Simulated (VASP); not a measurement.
# HfN (P6/mmm) in VASP: further runs

Aim: see how the results for HfN move with the level of theory and the settings. Levels: PBE, LDA, r2SCAN. Tasks: single point, relaxation of cell and atoms.

Everything below comes from runs of VASP 6.6.1. Logs are shortened: lines on timing, memory, paths and dates and some standing lists are left out, and cuts for length are marked.

### Step 1. The cell of the first run

It takes space group P6/mmm (No. 191, hexagonal). Conventional cell: a = 3.027 Å, b = 3.027 Å, c = 3.965 Å, α = 90.00°, β = 90.00°, γ = 120.00°. Within 2.6 Å of Hf (site symmetry 6/mmm) lie 2 N at 1.98 Å. N (site symmetry 6/mmm) has 2 Hf at 1.98 Å within 2.6 Å.

### Step 2. Single point, PBE

The input, INCAR:

```
SYSTEM = HfN
PREC = Accurate
ENCUT = 520
EDIFF = 1E-6
ISMEAR = -1
SIGMA = 0.05
LREAL = .FALSE.
LASPH = .TRUE.
NELM = 60
ALGO = Normal
ISIF = 2
LWAVE = .FALSE.
LCHARG = .FALSE.
GGA = PE
NBANDS = 14
```

The input, KPOINTS:

```
Automatic mesh
0
G
  9 9 7
  0 0 0
```

The input, POSCAR:

```
HfN
1.0
    3.0274835839     -0.0000025456      0.0000000000
   -1.5137395874      2.6218789660      0.0000000000
    0.0000000000      0.0000000000      3.9647699036
Hf N
1 1
Direct
    0.0000000000      0.0000000000      0.5000000000
    0.0000000000      0.0000000000      0.0000000000
```

Potentials or basis: VASP PAW PBE potentials, release 64 (Hf_pv, N).

Started as:

```console
cat potpaw_PBE.64/Hf_pv/POTCAR potpaw_PBE.64/N/POTCAR > POTCAR
mpirun -np 1 vasp_std > vasp.out
```

OUTCAR:

```text
SYSTEM = HfN
   PREC = Accurate
   ENCUT = 520
   EDIFF = 1E-6
   ISMEAR = -1
   LREAL = .FALSE.
   LASPH = .TRUE.
   NELM = 60
   ISIF = 2
   GGA = PE

 ion  position               nearest neighbor table
   1  0.000  0.000  0.500-   2 1.98   2 1.98
   2  0.000  0.000  0.000-   1 1.98   1 1.98

  LATTYP: Found a hexagonal cell.
 ALAT       =     3.0274835839
 C/A-ratio  =     1.3095925358

  Lattice vectors:

 A1 = (   3.0274835839,  -0.0000025456,   0.0000000000)
 A2 = (  -1.5137395874,   2.6218789660,   0.0000000000)
 A3 = (   0.0000000000,   0.0000000000,   3.9647699036)

Analysis of symmetry for initial positions (statically):
=====================================================================
 Subroutine PRICEL returns:
 Original cell was already a primitive cell.

 Routine SETGRP: Setting up the symmetry group for a
 hexagonal supercell.

 Subroutine GETGRP returns: Found 24 space group operations
 (whereof 24 operations were pure point group operations)
 out of a pool of 24 trial point group operations.

The static configuration has the point symmetry D_6h.

Analysis of symmetry for dynamics (positions and initial velocities):
=====================================================================
 Subroutine PRICEL returns:
 Original cell was already a primitive cell.

 Routine SETGRP: Setting up the symmetry group for a
 hexagonal supercell.

 Subroutine GETGRP returns: Found 24 space group operations
 (whereof 24 operations were pure point group operations)
 out of a pool of 24 trial point group operations.

The dynamic configuration has the point symmetry D_6h.

 Subroutine INISYM returns: Found 24 space group operations
 (whereof 24 operations are pure point group operations),
 and found     1 'primitive' translations

----------------------------------------------------------------------------------------

                                     Primitive cell

  volume of cell :      31.4711

  direct lattice vectors                    reciprocal lattice vectors
     3.027483584 -0.000002546  0.000000000     0.330307484  0.190702744  0.000000000
    -1.513739587  2.621878966  0.000000000     0.000000321  0.381406044  0.000000000
     0.000000000  0.000000000  3.964769904     0.000000000  0.000000000  0.252221446

  length of vectors
     3.027483584  3.027483584  3.964769904     0.381406044  0.381406044  0.252221446

  position of ions in fractional coordinates (direct lattice)
     0.000000000  0.000000000  0.500000000
     0.000000000  0.000000000  0.000000000

  ion indices of the primitive-cell ions
   primitive index   ion index
                 1           1
                 2           2

----------------------------------------------------------------------------------------

 KPOINTS: Automatic mesh

Automatic generation of k-mesh.
 Grid dimensions read from file:
 generate k-points for:    9    9    7

 Generating k-lattice:

  Cartesian coordinates                     Fractional coordinates (reciprocal lattice)
     0.036700832  0.021189194  0.000000000     0.111111111  0.000000000  0.000000000
     0.000000036  0.042378449  0.000000000    -0.000000000  0.111111111  0.000000000
     0.000000000  0.000000000  0.036031635     0.000000000  0.000000000  0.142857143

  Length of vectors
     0.042378449  0.042378449  0.036031635

  Shift w.r.t. Gamma in fractional coordinates (k-lattice)
     0.000000000  0.000000000  0.000000000

 Subroutine IBZKPT returns following result:
 ===========================================

 Found     48 irreducible k-points:

 Following reciprocal coordinates:
            Coordinates               Weight
  0.000000  0.000000  0.000000      1.000000
  0.111111  0.000000  0.000000      6.000000
  0.222222  0.000000  0.000000      6.000000
  0.333333  0.000000  0.000000      6.000000
  0.444444  0.000000  0.000000      6.000000
  0.111111  0.111111  0.000000      6.000000
[... 16 lines left out ...]
  0.333333  0.222222  0.142857     24.000000
  0.333333  0.333333  0.142857      4.000000
 [... further k-points ...]
   k-points           NKPTS =     48   k-points in BZ     NKDIM =     48   number of bands    NBANDS=     14
   number of dos      NEDOS =    301   number of ions     NIONS =      2
   total plane-waves  NPLWV =  17280
   dimension x,y,z NGX =    24 NGY =   24 NGZ =   30
   dimension x,y,z NGXF=    48 NGYF=   48 NGZF=   60
   ions per type =               1   1
   NGX,Y,Z   is equivalent  to a cutoff of  13.18, 13.18, 12.58 a.u.
   NGXF,Y,Z  is equivalent  to a cutoff of  26.36, 26.36, 25.16 a.u.
 SYSTEM =  HfN
   PREC   = accura    normal or accurate (medium, high low for compatibility)
   ISTART =      0    job   : 0-new  1-cont  2-samecut
   ICHARG =      2    charge: 1-file 2-atom 10-const
   ISPIN  =      1    spin polarized calculation?
   LNONCOLLINEAR =      F non collinear calculations
   LSORBIT =      F    spin-orbit coupling
   LASPH  =      T    aspherical Exc in radial PAW
   ENCUT  =  520.0 eV  38.22 Ry    6.18 a.u.   5.63  5.63  7.37*2*pi/ulx,y,z
   NELM   =     60;   NELMIN=  2; NELMDL= -5     # of ELM steps
   EDIFF  = 0.1E-05   stopping-criterion for ELM
   LREAL  =      F    real-space projection
[... 7 lines left out ...]
   TEBEG  =    0.0;   TEEND  =   0.0 temperature during run
   PSTRESS=    0.0 pullay stress
   NELECT =      15.0000    total number of electrons
   NUPDOWN=      -1.0000    fix difference up-down
   EMIN   =  10.00;   EMAX   =-10.00  energy-range for DOS
   EFERMI =   0.00;   METHOD = LEGACY
   ISMEAR =    -1;   SIGMA  =   0.05  broadening in eV -4-tet -1-fermi 0-gaus
   EFERMI_NEDOS =   21; number of points for ismear=-14 and -15
   IALGO  =     38    algorithm
   IMIX   =      4    mixing-type and parameters
     AMIX     =   0.40;   BMIX     =  1.00
     AMIX_MAG =   1.60;   BMIX_MAG =  1.00
  volume/ion in A,a.u.               =      15.74       106.19
  Fermi-wavevector in a.u.,A,eV,Ry     =   1.278796  2.416574 22.249859  1.635319
  Thomas-Fermi vector in A             =   2.411318
   LORBIT       =      0    0 simple, 1 ext, 2 COOP (PROOUT), +10 PAW based schemes
   GGA     = PE    functional components
   LHFCALC =     F    Hartree Fock is set to
   AEXX    =    0.0000 exact exchange contribution
   IVDW    =     0    specifies the selected vdW correction
   LEPSILON=     F    determine dielectric tensor
   LRPA    =     F    only Hartree local field effects (RPA)
 non-spin polarized calculation
  energy-cutoff  :      520.00
  volume of cell :       31.47
 maximum number of plane-waves:       873
 NGX is ok and might be reduce to    24
   NGX = 11   NGY = 11   NGZ = 15

 number of electron      14.9999997 magnetization

 Free energy of the ion-electron system (eV)
  ---------------------------------------------------
  ext. energy  EPLUGINS =         0.00000000
  ---------------------------------------------------
  free energy    TOTEN  =       -16.64504310 eV

  energy without entropy =      -16.62953050  energy(sigma->0) =      -16.63728680

 E-fermi :   3.3988     XC(G=0): -10.9704

 val. band max:        3.3693067493   @ k =   0.3333   0.0000   0.0000
 cond. band min:       3.4227439111   @ k =   0.1111   0.0000   0.2857
 fundamental gap:      0.0534371618
 Fermi energy:         3.3988044505

 k-point     1 :       0.0000    0.0000    0.0000
  band No.  band energies     occupation
      1     -26.3270      2.00000
      2     -26.0500      2.00000
      3     -26.0500      2.00000
      4     -10.5486      2.00000
      5      -0.8533      2.00000
      6       3.0309      1.99873
      7       4.3478      0.00000
      8       4.3478      0.00000
      9       5.5156      0.00000
     10       5.5156      0.00000
     11       9.0447      0.00000
     12       9.0447      0.00000
     13      12.4931      0.00000
     14      13.6547      0.00000

 k-point     2 :       0.1111    0.0000    0.0000
  band No.  band energies     occupation
      1     -26.3107      2.00000
      2     -26.1684      2.00000
      3     -26.0765      2.00000
      4     -10.4395      2.00000
      5      -0.4532      2.00000
      6       3.0666      1.99740
      7       3.9693      0.00002
      8       4.2364      0.00000
      9       5.1119      0.00000
     10       5.9724      0.00000
     11       8.0023      0.00000
     12       8.9016      0.00000
     13      13.7672      0.00000
     14      13.7773      0.00000

 k-point     3 :       0.2222    0.0000    0.0000
  band No.  band energies     occupation
      1     -26.4586      2.00000
      2     -26.2691      2.00000
      3     -26.1430      2.00000
      4     -10.1527      2.00000
      5       0.3894      2.00000
      6       2.9992      1.99932
      7       3.1751      1.97746
      8       4.0137      0.00001
      9       4.8246      0.00000
     10       6.4390      0.00000
     11       7.2179      0.00000
     12       8.5620      0.00000
     13      13.9634      0.00000
     14      15.7507      0.00000

 k-point     4 :       0.3333    0.0000    0.0000
  band No.  band energies     occupation
      1     -26.7737      2.00000
      2     -26.2215      2.00000
      3     -26.2175      2.00000
      4      -9.8025      2.00000
      5       0.7235      2.00000
      6       1.9639      2.00000
      7       3.3693      1.28671
      8       3.7957      0.00071
      9       5.1591      0.00000
     10       6.0247      0.00000
     11       8.2089      0.00000
     12       9.0184      0.00000
     13      13.9051      0.00000
     14      16.7470      0.00000

 k-point     5 :       0.4444    0.0000    0.0000
  band No.  band energies     occupation
      1     -26.9716      2.00000
      2     -26.2655      2.00000
      3     -26.1902      2.00000
      4      -9.5555      2.00000
      5       0.5643      2.00000
      6       1.3705      2.00000
      7       3.6635      0.01000
      8       3.6906      0.00583
      9       4.2729      0.00000
     10       7.9942      0.00000
     11       8.2934      0.00000
[... 276 lines left out ...]
 k-point    22 :       0.2222    0.2222    0.1429
  band No.  band energies     occupation
      1     -26.7859      2.00000
      2     -26.3802      2.00000
      3     -26.2238      2.00000
      4      -9.3595      2.00000
      5       0.6323      2.00000
      6       2.1873      2.00000
      7       2.6987      2.00000
      8       3.8049      0.00059
      9       4.0169      0.00001
     10       6.0887      0.00000
     11       7.8365      0.00000
     12      11.0782      0.00000
     13      14.2349      0.00000
     14      17.2234      0.00000

 k-point    23 :       0.3333    0.2222    0.1429
  band No.  band energies     occupation
      1     -26.8548      2.00000
      2     -26.5055      2.00000
      3     -26.1991      2.00000
      4      -9.1662      2.00000
      5       0.5292      2.00000
      6       1.6360      2.00000
      7       2.9124      1.99988
      8       3.6811      0.00704
      9       4.7898      0.00000
     10       6.4681      0.00000
     11       7.2418      0.00000
     12      11.9480      0.00000
     13      13.9000      0.00000
     14      16.7890      0.00000

 k-point    24 :       0.3333    0.3333    0.1429
  band No.  band energies     occupation
      1     -26.7158      2.00000
      2     -26.7158      2.00000
      3     -26.1905      2.00000
      4      -9.0984      2.00000
      5       0.9902      2.00000
      6       0.9902      2.00000
      7       2.9770      1.99957
      8       4.5698      0.00000
      9       4.5698      0.00000
     10       6.5247      0.00000
     11       6.5247      0.00000
     12      10.8959      0.00000
     13      16.2083      0.00000
     14      16.2083      0.00000

 [... further k-points ...]

------------------------ aborting loop because EDIFF is reached ----------------------------------------

  FORCE on cell =-STRESS in cart. coord.  units (eV):
  Direction    XX          YY          ZZ          XY          YZ          ZX
  --------------------------------------------------------------------------------------
  -------------------------------------------------------------------------------------
  Total        3.8984903      3.8984903      4.1045088     -0.0000000      0.0000000      0.0000000
  in kB      198.4699814    198.4699814    208.9582670     -0.0000000      0.0000000      0.0000000
  external PRESSURE =     201.9660766 kB  Pullay stress =       0.0000000 kB

 VOLUME and BASIS-vectors are now :
 -----------------------------------------------------------------------------
  energy-cutoff  :      520.00
  volume of cell :       31.47
      direct lattice vectors                 reciprocal lattice vectors
     3.027483584 -0.000002546  0.000000000     0.330307484  0.190702744  0.000000000
    -1.513739587  2.621878966  0.000000000     0.000000321  0.381406044  0.000000000
     0.000000000  0.000000000  3.964769904     0.000000000  0.000000000  0.252221446

 POSITION                                       TOTAL-FORCE (eV/Angst)
 -----------------------------------------------------------------------------------
      0.00000      0.00000      1.98238        -0.000000      0.000000      0.000000
      0.00000      0.00000      0.00000         0.000000      0.000000      0.000000
 -----------------------------------------------------------------------------------
    total drift:                                0.000000      0.000000      0.000000

  FREE ENERGIE OF THE ION-ELECTRON SYSTEM (eV)
  ---------------------------------------------------
  free  energy   TOTEN  =       -16.6450431044 eV

  energy  without entropy=      -16.6295305031  energy(sigma->0) =      -16.63728680
```

Wall time 10 s (1 thread of Intel Xeon 6975P-C, shared host); peak memory 0.16 GiB.

Results:

* Free energy: -16.6450 eV
* Pressure: 20.2 GPa

Levels at points of the mesh, in eV from the Fermi level:
```tsv
k point	band 3	band 4	band 5	band 6	band 7	band 8	band 9	band 10	band 11	band 12
(0.00, 0.00, 0.00)	-29.45	-13.95	-4.25	-0.37	0.95	0.95	2.12	2.12	5.65	5.65
```

Caveat: spin-orbit coupling is left out, which moves the levels of the heavy elements.

(Part 1 of 2 ends here.)
